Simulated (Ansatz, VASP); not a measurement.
## MgS in VASP and in Ansatz

```
CELL_PARAMETERS angstrom
0.00000 2.83088 2.83088
2.83088 0.00000 2.83088
2.83088 2.83088 0.00000
ATOMIC_POSITIONS crystal
Mg 0.00000 0.00000 0.00000
S 0.25000 0.25000 0.25000
```

Alike in both runs: task single point; functional HF; k mesh 6 × 6 × 6; no spin polarisation.

|  | VASP | Ansatz |
| --- | --- | --- |
| version | VASP 6.6.1 | Ansatz 0.2.0 |
| potentials or method | VASP PAW PBE potentials, release 64 (Mg, S) | plane waves, PAW |
| plane-wave cutoff (eV) | 520 | 420 |
| occupations | gaussian, width 0.01 eV | fixed |
| valence electrons in the cell | 8 | 16 |

Ansatz gave:

```
gap on the k mesh at the Fermi level (eV) : 11.02
pressure (GPa)                            : 2.5
```

Problem. Which values does VASP return?

Solution. gap on the k mesh at the Fermi level (eV): 11.00; pressure (GPa): 2.1.

VASP's potentials were made for PBE, not for HF. VASP's potentials hold 8 valence electrons a cell and Ansatz's 16, so a difference there can come from the potentials and not from the codes. Ansatz's warnings: stress exchange threshold loose, stress scf threshold loose.
